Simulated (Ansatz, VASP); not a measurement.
Given: the input of a run of VASP 6.6.1 on AlN.

Contents of INCAR:

```
SYSTEM = AlN
AGGAC = 1.0
AGGAX = 1.0
ALDAC = 0.0
ALDAX = 1.0
ALGO = Normal
EDIFF = 1E-6
ENCUT = 520
GGA = B5
ISIF = 2
ISMEAR = -1
IVDW = 12
LASPH = .TRUE.
LCHARG = .FALSE.
LREAL = .FALSE.
LWAVE = .FALSE.
NBANDS = 11
NELM = 80
PREC = Accurate
SIGMA = 0.05
VDW_A1 = 0.4298
VDW_A2 = 4.2359
VDW_S6 = 1.0
VDW_S8 = 2.6996
```

Contents of KPOINTS:

```
k-points
0
G
  10 10 10
  0 0 0
```

File POSCAR:

```
AlN
1.0
    0.0000000000      2.2127336128      2.2127336128
    2.2127336128      0.0000000000      2.2127336128
    2.2127336128      2.2127336128      0.0000000000
Al N
1 1
Direct
    0.0000000000      0.0000000000      0.0000000000
    0.2500000000      0.2500000000      0.2500000000
```

Potentials or basis: VASP PAW PBE potentials, release 64 (Al, N).

The run is started by

```sh
$ cat potpaw_PBE.64/Al/POTCAR potpaw_PBE.64/N/POTCAR > POTCAR
$ mpirun -np 1 vasp_std > vasp.out
```

Task: Set up the same calculation for Ansatz 0.2.0. Potentials there: Ansatz PAW.

Result: As run (the cutoff follows the program's own potentials):

File input.yaml:

```yaml
crystal:
  lattice:
    - [0.0, 2.2127336128, 2.2127336128]
    - [2.2127336128, 0.0, 2.2127336128]
    - [2.2127336128, 2.2127336128, 0.0]
  atoms:
    - { symbol: Al, position: [0.0, 0.0, 0.0] }
    - { symbol: "N", position: [0.25, 0.25, 0.25] }
hamiltonian:
  xc: blyp
  pseudopotentials: { kind: paw }
  dispersion: d3bj
kpoints:
  mp_grid: { grid: [10, 10, 10] }
scf:
  occupations: { method: fermi_dirac, width: 0.05 }
output:
  forces: true
  stress: true
  eigenvalues: true
```

Potentials or basis: Ansatz PAW.

The run is started by

```console
$ ansatz run input.yaml --threads 2 --pin off --max-ram 5120MiB --backend cpu --events-out ev --progress --plain --runs-dir out
```

Both were run:

|  | VASP | Ansatz | Ansatz less VASP |
| --- | --- | --- | --- |
| gap on the k mesh at the Fermi level (eV) | 3.65 | 3.66 | +0.015 |
| least direct gap on the mesh (eV) | 4.13 | 4.13 | +0.007 |
| pressure (GPa) | -8.3 | -8.7 | -0.39 |

VASP's potentials were made for PBE, not for BLYP.
